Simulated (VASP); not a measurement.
# BeTe (F-43m) in VASP: single point with PBEsol

Aim: the single point of BeTe with PBEsol.

All numbers are computed with VASP 6.6.1; they aren't measurements. Logs are shortened: lines on timing, memory, paths and dates and some standing lists are left out, and cuts for length are marked.

### 1 The cell of the first run

It takes space group F-43m (No. 216, cubic). Conventional cell: a = 5.605 Å, b = 5.605 Å, c = 5.605 Å, α = 90.00°, β = 90.00°, γ = 90.00°. Be (site symmetry -43m) has 4 Te at 2.43 Å within 3.2 Å. Te (site symmetry -43m) has 4 Be at 2.43 Å within 3.2 Å.

### 2 Single point, PBEsol

The input, INCAR:

```
SYSTEM = BeTe
PREC     = Accurate       ! precision mode
ENCUT    = 600            ! plane-wave cutoff, eV
EDIFF    = 1E-6           ! SCF threshold, eV
ISMEAR   = 0              ! smearing method
SIGMA    = 0.02           ! smearing width, eV
LREAL    = .False.        ! projectors in reciprocal space
LASPH    = .True.         ! aspherical terms in the spheres
NELM     = 120            ! most SCF steps
ALGO     = Normal         ! electronic algorithm
ISIF     = 2              ! what is computed and relaxed
LWAVE    = .False.        ! write WAVECAR
LCHARG   = .True.         ! write CHGCAR
GGA      = PS             ! functional
LELF     = .True.         ! ELF
LVHAR    = .True.       
NBANDS   = 11             ! bands
GGA_COMPAT= .False.
```

The input, KPOINTS:

```
regular mesh
0
Gamma
  8 8 8
  0 0 0
```

The input, POSCAR:

```
BeTe
1.0
    0.0000000000      2.8024895246      2.8024895246
    2.8024895246      0.0000000000      2.8024895246
    2.8024895246      2.8024895246      0.0000000000
Be Te
1 1
Direct
    0.0000000000      0.0000000000      0.0000000000
    0.2500000000      0.2500000000      0.2500000000
```

Potentials or basis: VASP PAW PBE potentials, release 64 (Be, Te).

The run is started by

```console
cat potpaw_PBE.64/Be/POTCAR potpaw_PBE.64/Te/POTCAR > POTCAR
mpirun -np 1 vasp_std > vasp.out
```

OUTCAR:

```text
SYSTEM = BeTe
   PREC = Accurate
   ENCUT = 600
   EDIFF = 1E-6
   ISMEAR = 0
   LREAL = .False.
   LASPH = .True.
   NELM = 120
   ISIF = 2
   GGA = PS

 ion  position               nearest neighbor table
   1  0.000  0.000  0.000-   2 2.43   2 2.43   2 2.43   2 2.43
   2  0.250  0.250  0.250-   1 2.43   1 2.43   1 2.43   1 2.43

  LATTYP: Found a face centered cubic cell.
 ALAT       =     5.6049790492

  Lattice vectors:

 A1 = (   0.0000000000,   2.8024895246,   2.8024895246)
 A2 = (   2.8024895246,   0.0000000000,   2.8024895246)
 A3 = (   2.8024895246,   2.8024895246,   0.0000000000)

Analysis of symmetry for initial positions (statically):
=====================================================================
 Subroutine PRICEL returns:
 Original cell was already a primitive cell.

 Routine SETGRP: Setting up the symmetry group for a
 face centered cubic supercell.

 Subroutine GETGRP returns: Found 24 space group operations
 (whereof 24 operations were pure point group operations)
 out of a pool of 48 trial point group operations.

The static configuration has the point symmetry T_d .

Analysis of symmetry for dynamics (positions and initial velocities):
=====================================================================
 Subroutine PRICEL returns:
 Original cell was already a primitive cell.

 Routine SETGRP: Setting up the symmetry group for a
 face centered cubic supercell.

 Subroutine GETGRP returns: Found 24 space group operations
 (whereof 24 operations were pure point group operations)
 out of a pool of 48 trial point group operations.

The dynamic configuration has the point symmetry T_d .

 Subroutine INISYM returns: Found 24 space group operations
 (whereof 24 operations are pure point group operations),
 and found     1 'primitive' translations

----------------------------------------------------------------------------------------

                                     Primitive cell

  volume of cell :      44.0212

  direct lattice vectors                    reciprocal lattice vectors
     0.000000000  2.802489525  2.802489525    -0.178412799  0.178412799  0.178412799
     2.802489525  0.000000000  2.802489525     0.178412799 -0.178412799  0.178412799
     2.802489525  2.802489525  0.000000000     0.178412799  0.178412799 -0.178412799

  length of vectors
     3.963318694  3.963318694  3.963318694     0.309020032  0.309020032  0.309020032

  position of ions in fractional coordinates (direct lattice)
     0.000000000  0.000000000  0.000000000
     0.250000000  0.250000000  0.250000000

[... 85 lines left out ...]
   TEBEG  =    0.0;   TEEND  =   0.0 temperature during run
   PSTRESS=    0.0 pullay stress
   NELECT =       8.0000    total number of electrons
   NUPDOWN=      -1.0000    fix difference up-down
   EMIN   =  10.00;   EMAX   =-10.00  energy-range for DOS
   EFERMI =   0.00;   METHOD = LEGACY
   ISMEAR =     0;   SIGMA  =   0.02  broadening in eV -4-tet -1-fermi 0-gaus
   EFERMI_NEDOS =   21; number of points for ismear=-14 and -15
   IALGO  =     38    algorithm
   IMIX   =      4    mixing-type and parameters
     AMIX     =   0.40;   BMIX     =  1.00
     AMIX_MAG =   1.60;   BMIX_MAG =  1.00
  volume/ion in A,a.u.               =      22.01       148.53
  Fermi-wavevector in a.u.,A,eV,Ry     =   0.927294  1.752332 11.699301  0.859874
  Thomas-Fermi vector in A             =   2.053348
   LORBIT       =      0    0 simple, 1 ext, 2 COOP (PROOUT), +10 PAW based schemes
   GGA     = PS    functional components
   LHFCALC =     F    Hartree Fock is set to
   AEXX    =    0.0000 exact exchange contribution
   IVDW    =     0    specifies the selected vdW correction
   LEPSILON=     F    determine dielectric tensor
   LRPA    =     F    only Hartree local field effects (RPA)
 non-spin polarized calculation
 Gauss-broadening in eV      SIGMA  =   0.02
  energy-cutoff  :      600.00
  volume of cell :       44.02
 maximum number of plane-waves:      1480
   NGX = 15   NGY = 15   NGZ = 15

 number of electron       8.0000000 magnetization

 Free energy of the ion-electron system (eV)
  ---------------------------------------------------
  ext. energy  EPLUGINS =         0.00000000
  ---------------------------------------------------
  free energy    TOTEN  =        -8.21585664 eV

  energy without entropy =       -8.21585664  energy(sigma->0) =       -8.21585664

 E-fermi :   5.3030     XC(G=0):  -9.2590

 val. band max:        5.1652462682   @ k =   0.0000   0.0000   0.0000
 cond. band min:       6.9830052693   @ k =   0.5000   0.5000   0.0000
 fundamental gap:      1.8177590011
 Fermi energy:         5.3030043343

 k-point     1 :       0.0000    0.0000    0.0000
  band No.  band energies     occupation
      1      -7.2634      2.00000
      2       5.1652      2.00000
      3       5.1652      2.00000
      4       5.1652      2.00000
      5       8.7524      0.00000
      6       8.7524      0.00000
      7       8.7524      0.00000
      8       9.0013      0.00000
      9      13.3775      0.00000
     10      15.4375      0.00000
     11      15.4375      0.00000
[... 309 lines left out ...]
 k-point    24 :      -0.3750    0.2500    0.1250
  band No.  band energies     occupation
      1      -5.6303      2.00000
      2      -0.0668      2.00000
      3       2.1993      2.00000
      4       3.2051      2.00000
      5       9.3029      0.00000
      6       9.5187      0.00000
      7      11.8664      0.00000
      8      12.9273      0.00000
      9      13.6086      0.00000
     10      16.7236      0.00000
     11      17.0311      0.00000

 [... further k-points ...]

------------------------ aborting loop because EDIFF is reached ----------------------------------------

  FORCE on cell =-STRESS in cart. coord.  units (eV):
  Direction    XX          YY          ZZ          XY          YZ          ZX
  --------------------------------------------------------------------------------------
  -------------------------------------------------------------------------------------
  Total        0.0691864      0.0691864      0.0691864     -0.0000000      0.0000000      0.0000000
  in kB        2.5180774      2.5180774      2.5180774     -0.0000000      0.0000000      0.0000000
  external PRESSURE =       2.5180774 kB  Pullay stress =       0.0000000 kB

 VOLUME and BASIS-vectors are now :
 -----------------------------------------------------------------------------
  energy-cutoff  :      600.00
  volume of cell :       44.02
      direct lattice vectors                 reciprocal lattice vectors
     0.000000000  2.802489525  2.802489525    -0.178412799  0.178412799  0.178412799
     2.802489525  0.000000000  2.802489525     0.178412799 -0.178412799  0.178412799
     2.802489525  2.802489525  0.000000000     0.178412799  0.178412799 -0.178412799

 POSITION                                       TOTAL-FORCE (eV/Angst)
 -----------------------------------------------------------------------------------
      0.00000      0.00000      0.00000         0.000000      0.000000      0.000000
      1.40124      1.40124      1.40124        -0.000000     -0.000000     -0.000000
 -----------------------------------------------------------------------------------
    total drift:                                0.000000      0.000000      0.000000

  FREE ENERGIE OF THE ION-ELECTRON SYSTEM (eV)
  ---------------------------------------------------
  free  energy   TOTEN  =        -8.2158566404 eV

  energy  without entropy=       -8.2158566404  energy(sigma->0) =       -8.21585664
```

stdout:

```text
POSCAR found type information on POSCAR BeTe
 POSCAR found :  2 types and       2 ions
 scaLAPACK will be used
 -----------------------------------------------------------------------------
|                                                                             |
|                                                                             |
|     You enforced a specific xc type in the INCAR file but a different       |
|     I HOPE YOU KNOW WHAT YOU ARE DOING!                                     |
|                                                                             |
 -----------------------------------------------------------------------------

 LDA part: xc-table for (Slater+PW92), standard interpolation
 POSCAR, INCAR and KPOINTS ok, starting setup
 FFT: planning ... GRIDC
 FFT: planning ... GRID_SOFT
 FFT: planning ... GRID
 WAVECAR not read
 entering main loop
```

It took 26 s on 1 thread of Intel Xeon 8259CL, shared host; peak memory 0.18 GiB.

Results:

- Free energy: -8.2159 eV
- Pressure: 0.3 GPa
- Band gap on the k mesh: 1.82 eV (least direct gap 3.59 eV)

Caveat: the PAW data sets were made with another functional, which shifts forces and pressure a little; spin-orbit coupling is left out, which moves the levels of the heavy elements.
